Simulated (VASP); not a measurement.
**In: single point with PBE**

In:

```xyz
1
Lattice="-1.9105 1.9105 1.9105 1.9105 -1.9105 1.9105 1.9105 1.9105 -1.9105" Properties=species:S:1:pos:R:3 pbc="T T T"
In    0.0000    0.0000    0.0000
```

```json
{
 "Program": "VASP 6.6.1",
 "Task": "single point",
 "Functional": "PBE",
 "Potentials or basis": "VASP PAW PBE potentials, release 64 (In_d)",
 "Cutoff": "500 eV",
 "k mesh": "8 × 8 × 8",
 "Occupations": "gaussian, width 0.05 eV",
 "Spin": "no spin polarisation"
}
```

* Pressure: 0.0 GPa

Levels at points of the mesh, in eV from the Fermi level:
| k point | band 3 | band 4 | band 5 | band 6 | band 7 | band 8 | band 9 | band 10 |
| --- | --- | --- | --- | --- | --- | --- | --- | --- |
| (0.00, 0.00, 0.00) | -14.74 | -14.50 | -14.50 | -9.24 | 10.30 | 10.30 | 10.30 | 12.68 |
| (0.50, 0.00, 0.00) | -14.52 | -14.51 | -14.36 | -4.04 | -3.05 | 5.51 | 6.97 | 9.57 |
| (0.50, 0.50, 0.50) | -14.39 | -14.39 | -14.39 | 0.46 | 1.14 | 1.14 | 1.14 | 5.05 |

Run time: 15 s on 1 thread of Intel Xeon 8259CL, on a shared host, peak memory 0.14 GiB.

Caveat: spin-orbit coupling is left out, which moves the levels of the heavy elements.
